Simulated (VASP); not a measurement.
Here is a VASP 6.6.1 calculation.

File POSCAR:

```
Cu
1.0
    0.0000000000      1.7881422212      1.7881422212
    1.7881422212      0.0000000000      1.7881422212
    1.7881422212      1.7881422212      0.0000000000
Cu
1
Direct
    0.0000000000      0.0000000000      0.0000000000
```

INCAR.step1

```
ALGO = Normal
EDIFF = 1E-4
ENCUT = 600
GGA = PE
ISMEAR = -1
LASPH = T
LCHARG = F
LREAL = F
LWAVE = T
NELM = 60
PREC = Accurate
SIGMA = 0.1
```

File INCAR.step2:

```
ALGO = Normal
EDIFF = 1E-6
EDIFFG = -0.005
ENCUT = 600
IBRION = 2
ISIF = 3
ISMEAR = -1
ISTART = 1
LASPH = T
LCHARG = F
LMIXTAU = T
LREAL = F
LWAVE = F
METAGGA = R2SCAN
NELM = 60
NSW = 60
PREC = Accurate
SIGMA = 0.1
```

File KPOINTS:

```
k-points
0
Gamma
  21 21 21
```

Potentials or basis: VASP PAW PBE potentials, release 64 (Cu).

Launch:

```console
$ cat potpaw_PBE.64/Cu/POTCAR > POTCAR
$ cp INCAR.step1 INCAR
$ mpirun -np 1 vasp_std > vasp.out
$ cp INCAR.step2 INCAR
$ mpirun -np 1 vasp_std > vasp.out
```

**Question.** What does it give for the space group after relaxing (to 0.1 Å)?

**Answer.** Fm-3m (No. 225).

**Question.** Estimate the relaxed cell.

**Answer.** a = 2.533 Å, b = 2.533 Å, c = 2.533 Å, α = 60.00°, β = 60.00°, γ = 60.00°.

Step by step:
| step | energy change (eV) | largest force (eV/Å) | pressure (GPa) | volume (Å³) |
| --- | --- | --- | --- | --- |
| 1 | 0.0000 | 0.0000 | 0.63 | 11.43 |
| 2 | -0.0001 | 0.0000 | -0.36 | 11.51 |
| 3 | -0.0001 | 0.0000 | -0.04 | 11.49 |

Caveat: the PAW data sets were made with another functional, which shifts forces and pressure a little.
